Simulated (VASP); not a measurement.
# Be (Fd-3m) in VASP: notebook

Be is run at these levels: PBE; tasks: single point.

All numbers are computed with VASP 6.6.1; they aren't measurements. Logs are shortened: lines on timing, memory, paths and dates and some standing lists are left out, and cuts for length are marked.

## (1) The cell of the first run

The structure is cubic, space group Fd-3m (No. 227). The conventional cell has a = 3.725 Å, b = 3.725 Å, c = 3.725 Å, α = 90.00°, β = 90.00°, γ = 90.00°. Within 2.1 Å of Be (site symmetry -43m) lie 4 Be at 1.61 Å.

This isn't the form of Be at room conditions, which is hcp.

## (2) Single point, PBE

INCAR reads:

```
ALGO = Normal ; EDIFF = 1E-6
ENCUT = 600 ; GGA = PE
GGA_COMPAT = F ; ISIF = 2
ISMEAR = -1 ; LASPH = T
LCHARG = F ; LREAL = F
LWAVE = F ; NBANDS = 9
NELM = 120 ; PREC = Accurate
SIGMA = 0.05
```

KPOINTS reads:

```
k-points
0
Gamma
  18 18 18
```

POSCAR reads:

```
Be
1.0
    0.0000000000      1.8626955070      1.8626955070
    1.8626955070      0.0000000000      1.8626955070
    1.8626955070      1.8626955070      0.0000000000
Be
2
Direct
   -0.1250000000     -0.1250000000     -0.1250000000
    0.1250000000      0.1250000000      0.1250000000
```

Potentials or basis: VASP PAW PBE potentials, release 64 (Be).

Launch:

```
$ cat potpaw_PBE.64/Be/POTCAR > POTCAR
$ mpirun -np 1 vasp_std > vasp.out
```

OUTCAR:

```text
EDIFF = 1E-6
   ENCUT = 600
   GGA = PE
   ISIF = 2
   ISMEAR = -1
   LASPH = T
   LREAL = F
   NELM = 120
   PREC = Accurate

 ion  position               nearest neighbor table
   1  0.875  0.875  0.875-   2 1.61   2 1.61   2 1.61   2 1.61
   2  0.125  0.125  0.125-   1 1.61   1 1.61   1 1.61   1 1.61

  LATTYP: Found a face centered cubic cell.
 ALAT       =     3.7253910140

  Lattice vectors:

 A1 = (   0.0000000000,   1.8626955070,   1.8626955070)
 A2 = (   1.8626955070,   0.0000000000,   1.8626955070)
 A3 = (   1.8626955070,   1.8626955070,   0.0000000000)

Analysis of symmetry for initial positions (statically):
=====================================================================
 Subroutine PRICEL returns:
 Original cell was already a primitive cell.

 Routine SETGRP: Setting up the symmetry group for a
 face centered cubic supercell.

 Subroutine GETGRP returns: Found 48 space group operations
 (whereof 12 operations were pure point group operations)
 out of a pool of 48 trial point group operations.

The static configuration has the point symmetry D_3d.
 The point group associated with its full space group is O_h .

Analysis of symmetry for dynamics (positions and initial velocities):
=====================================================================
 Subroutine PRICEL returns:
 Original cell was already a primitive cell.

 Routine SETGRP: Setting up the symmetry group for a
 face centered cubic supercell.

 Subroutine GETGRP returns: Found 48 space group operations
 (whereof 12 operations were pure point group operations)
 out of a pool of 48 trial point group operations.

The dynamic configuration has the point symmetry D_3d.
 The point group associated with its full space group is O_h .

 Subroutine INISYM returns: Found 48 space group operations
 (whereof 12 operations are pure point group operations),
 and found     1 'primitive' translations

----------------------------------------------------------------------------------------

                                     Primitive cell

  volume of cell :      12.9257

  direct lattice vectors                    reciprocal lattice vectors
     0.000000000  1.862695507  1.862695507    -0.268428199  0.268428199  0.268428199
     1.862695507  0.000000000  1.862695507     0.268428199 -0.268428199  0.268428199
     1.862695507  1.862695507  0.000000000     0.268428199  0.268428199 -0.268428199

  length of vectors
     2.634249249  2.634249249  2.634249249     0.464931279  0.464931279  0.464931279

  position of ions in fractional coordinates (direct lattice)
     0.875000000  0.875000000  0.875000000
     0.125000000  0.125000000  0.125000000

  ion indices of the primitive-cell ions
   primitive index   ion index
                 1           1
                 2           2

----------------------------------------------------------------------------------------

 KPOINTS: k-points

Automatic generation of k-mesh.
 Grid dimensions read from file:
 generate k-points for:   18   18   18

 Generating k-lattice:

  Cartesian coordinates                     Fractional coordinates (reciprocal lattice)
    -0.014912678  0.014912678  0.014912678     0.055555556  0.000000000  0.000000000
     0.014912678 -0.014912678  0.014912678     0.000000000  0.055555556  0.000000000
     0.014912678  0.014912678 -0.014912678     0.000000000  0.000000000  0.055555556

  Length of vectors
     0.025829515  0.025829515  0.025829515

  Shift w.r.t. Gamma in fractional coordinates (k-lattice)
     0.000000000  0.000000000  0.000000000

 Subroutine IBZKPT returns following result:
 ===========================================

 Found    195 irreducible k-points:

 Following reciprocal coordinates:
            Coordinates               Weight
  0.000000  0.000000  0.000000      1.000000
  0.055556  0.000000  0.000000      8.000000
  0.111111  0.000000  0.000000      8.000000
  0.166667  0.000000  0.000000      8.000000
  0.222222  0.000000  0.000000      8.000000
  0.277778  0.000000  0.000000      8.000000
[... 16 lines left out ...]
 -0.277778  0.055556  0.000000     24.000000
 -0.222222  0.055556  0.000000     24.000000
 [... further k-points ...]
   k-points           NKPTS =    195   k-points in BZ     NKDIM =    195   number of bands    NBANDS=      9
   number of dos      NEDOS =    301   number of ions     NIONS =      2
   total plane-waves  NPLWV =  13824
   dimension x,y,z NGX =    24 NGY =   24 NGZ =   24
   dimension x,y,z NGXF=    48 NGYF=   48 NGZF=   48
   ions per type =               2
   NGX,Y,Z   is equivalent  to a cutoff of  15.15, 15.15, 15.15 a.u.
   NGXF,Y,Z  is equivalent  to a cutoff of  30.29, 30.29, 30.29 a.u.
 SYSTEM =  unknown system
   PREC   = accura    normal or accurate (medium, high low for compatibility)
   ISTART =      0    job   : 0-new  1-cont  2-samecut
   ICHARG =      2    charge: 1-file 2-atom 10-const
   ISPIN  =      1    spin polarized calculation?
   LNONCOLLINEAR =      F non collinear calculations
   LSORBIT =      F    spin-orbit coupling
   LASPH  =      T    aspherical Exc in radial PAW
   ENCUT  =  600.0 eV  44.10 Ry    6.64 a.u.   5.26  5.26  5.26*2*pi/ulx,y,z
   NELM   =    120;   NELMIN=  2; NELMDL= -5     # of ELM steps
   EDIFF  = 0.1E-05   stopping-criterion for ELM
   LREAL  =      F    real-space projection
[... 7 lines left out ...]
   TEBEG  =    0.0;   TEEND  =   0.0 temperature during run
   PSTRESS=    0.0 pullay stress
   NELECT =       4.0000    total number of electrons
   NUPDOWN=      -1.0000    fix difference up-down
   EMIN   =  10.00;   EMAX   =-10.00  energy-range for DOS
   EFERMI =   0.00;   METHOD = LEGACY
   ISMEAR =    -1;   SIGMA  =   0.05  broadening in eV -4-tet -1-fermi 0-gaus
   EFERMI_NEDOS =   21; number of points for ismear=-14 and -15
   IALGO  =     38    algorithm
   IMIX   =      4    mixing-type and parameters
     AMIX     =   0.40;   BMIX     =  1.00
     AMIX_MAG =   1.60;   BMIX_MAG =  1.00
  volume/ion in A,a.u.               =       6.46        43.61
  Fermi-wavevector in a.u.,A,eV,Ry     =   1.107328  2.092547 16.683129  1.226175
  Thomas-Fermi vector in A             =   2.243841
   LORBIT       =      0    0 simple, 1 ext, 2 COOP (PROOUT), +10 PAW based schemes
   GGA     = PE    functional components
   LHFCALC =     F    Hartree Fock is set to
   AEXX    =    0.0000 exact exchange contribution
   IVDW    =     0    specifies the selected vdW correction
   LEPSILON=     F    determine dielectric tensor
   LRPA    =     F    only Hartree local field effects (RPA)
 non-spin polarized calculation
  energy-cutoff  :      600.00
  volume of cell :       12.93
 maximum number of plane-waves:       444
 NGX is ok and might be reduce to    24
   NGX = 11   NGY = 11   NGZ = 11

 number of electron       4.0000000 magnetization

 Free energy of the ion-electron system (eV)
  ---------------------------------------------------
  ext. energy  EPLUGINS =         0.00000000
  ---------------------------------------------------
  free energy    TOTEN  =        -0.31513409 eV

  energy without entropy =       -0.30915873  energy(sigma->0) =       -0.31214641

 E-fermi :   8.0304     XC(G=0): -11.2188

 val. band max:        8.0264486490   @ k =  -0.2778   0.0556   0.0000
 cond. band min:       8.0319168395   @ k =  -0.2778   0.2778   0.0556
 fundamental gap:      0.0054681904
 Fermi energy:         8.0303798303

 k-point     1 :       0.0000    0.0000    0.0000
  band No.  band energies     occupation
      1      -3.4424      2.00000
      2      16.3246      0.00000
      3      16.3246      0.00000
      4      16.3246      0.00000
      5      19.6782      0.00000
      6      19.6782      0.00000
      7      19.6782      0.00000
      8      33.3987      0.00000
      9      33.9217      0.00000

 k-point     2 :       0.0556    0.0000    0.0000
  band No.  band energies     occupation
      1      -3.3762      2.00000
      2      15.4249      0.00000
      3      16.0582      0.00000
      4      16.0582      0.00000
      5      20.0150      0.00000
      6      20.0150      0.00000
      7      20.5510      0.00000
      8      31.9671      0.00000
      9      32.2145      0.00000

 k-point     3 :       0.1111    0.0000    0.0000
  band No.  band energies     occupation
      1      -3.1784      2.00000
      2      13.7588      0.00000
      3      15.4826      0.00000
      4      15.4826      0.00000
      5      20.7584      0.00000
      6      20.7584      0.00000
      7      22.1281      0.00000
      8      30.4629      0.00000
      9      30.7476      0.00000

 k-point     4 :       0.1667    0.0000    0.0000
  band No.  band energies     occupation
      1      -2.8508      2.00000
      2      11.9712      0.00000
      3      14.8598      0.00000
      4      14.8598      0.00000
      5      21.5018      0.00000
      6      21.5018      0.00000
      7      23.7377      0.00000
      8      29.2352      0.00000
      9      29.8551      0.00000
[... 205 lines left out ...]
 k-point    22 :      -0.3333    0.0556    0.0000
  band No.  band energies     occupation
      1      -0.8423      2.00000
      2       6.5233      2.00000
      3      12.6134      0.00000
      4      13.6722      0.00000
      5      21.3250      0.00000
      6      21.7075      0.00000
      7      26.7614      0.00000
      8      28.2206      0.00000
      9      31.3533      0.00000

 k-point    23 :      -0.2778    0.0556    0.0000
  band No.  band energies     occupation
      1      -1.5475      2.00000
      2       8.0264      1.03929
      3      12.8099      0.00000
      4      14.1588      0.00000
      5      21.4784      0.00000
      6      22.2621      0.00000
      7      26.4017      0.00000
      8      27.9675      0.00000
      9      29.6826      0.00000

 k-point    24 :      -0.2222    0.0556    0.0000
  band No.  band energies     occupation
      1      -2.1581      2.00000
      2       9.6633      0.00000
      3      13.1405      0.00000
      4      14.7149      0.00000
      5      21.4537      0.00000
      6      22.6724      0.00000
      7      25.5334      0.00000
      8      27.8899      0.00000
      9      28.6614      0.00000

 [... further k-points ...]

------------------------ aborting loop because EDIFF is reached ----------------------------------------

  FORCE on cell =-STRESS in cart. coord.  units (eV):
  Direction    XX          YY          ZZ          XY          YZ          ZX
  --------------------------------------------------------------------------------------
  -------------------------------------------------------------------------------------
  Total       11.3555481     11.3555481     11.3555481      0.0000000      0.0000000      0.0000000
  in kB     1407.5475852   1407.5475852   1407.5475852      0.0000000      0.0000000      0.0000000
  external PRESSURE =    1407.5475852 kB  Pullay stress =       0.0000000 kB

 VOLUME and BASIS-vectors are now :
 -----------------------------------------------------------------------------
  energy-cutoff  :      600.00
  volume of cell :       12.93
      direct lattice vectors                 reciprocal lattice vectors
     0.000000000  1.862695507  1.862695507    -0.268428199  0.268428199  0.268428199
     1.862695507  0.000000000  1.862695507     0.268428199 -0.268428199  0.268428199
     1.862695507  1.862695507  0.000000000     0.268428199  0.268428199 -0.268428199

 POSITION                                       TOTAL-FORCE (eV/Angst)
 -----------------------------------------------------------------------------------
      3.25972      3.25972      3.25972        -0.000000     -0.000000     -0.000000
      0.46567      0.46567      0.46567         0.000000      0.000000      0.000000
 -----------------------------------------------------------------------------------
    total drift:                                0.000000      0.000000     -0.000000

  FREE ENERGIE OF THE ION-ELECTRON SYSTEM (eV)
  ---------------------------------------------------
  free  energy   TOTEN  =        -0.3151340873 eV

  energy  without entropy=       -0.3091587258  energy(sigma->0) =       -0.31214641
```

It took 7.9 s on 1 thread of Intel Xeon 6975P-C (Granite Rapids), shared host; peak memory 0.14 GiB.

What came out:

```yaml
Free_energy: -0.3151 eV
Pressure: 140.8 GPa
Band_gap_on_the_k_mesh: zero (bands 2 and 3 overlap by 9.90 eV)
```

Caveat: the cell stands under pressure.

## (3) Single point, PBE

INCAR reads:

```
PREC = Accurate ; ENCUT = 600
EDIFF = 1E-6 ; ISMEAR = -1
SIGMA = 0.05 ; LREAL = False
LASPH = True ; NELM = 120
ALGO = Normal ; ISIF = 2
LWAVE = False ; LCHARG = False
GGA = PE ; NBANDS = 9
GGA_COMPAT = False
```

KPOINTS reads:

```
regular mesh
0
Gamma
  18 18 18
```

POSCAR reads:

```
Be
1.0
    0.0000000000      1.8626128046      1.8626128046
    1.8626128046      0.0000000000      1.8626128046
    1.8626128046      1.8626128046      0.0000000000
Be
2
Direct
   -0.1250000000     -0.1250000000     -0.1250000000
    0.1250000000      0.1250000000      0.1250000000
```

Potentials or basis: VASP PAW PBE potentials, release 64 (Be).

Launch:

```
$ cat potpaw_PBE.64/Be/POTCAR > POTCAR
$ mpirun -np 1 vasp_std > vasp.out
```

Run time: 7.9 s. Hardware: 1 thread of Intel Xeon 6975P-C (Granite Rapids), shared host; peak memory 0.14 GiB.

It converged, with:

* Free energy: -0.3136 eV
* Pressure: 140.8 GPa
* Band gap on the k mesh: zero (bands 2 and 3 overlap by 9.90 eV)

Levels at points of the mesh, in eV from the Fermi level:
```
           k point  band 1  band 2  band 3  band 4  band 5  band 6  band 7
(0.00, 0.00, 0.00)  -11.47    8.29    8.29    8.29   11.65   11.65   11.65
(0.50, 0.00, 0.00)   -7.42   -3.99    4.99    4.99   12.87   12.87   18.06
(0.50, 0.50, 0.00)   -3.80   -3.80    0.36    0.36   10.77   10.77   27.54
```

Caveat: the cell stands under pressure.
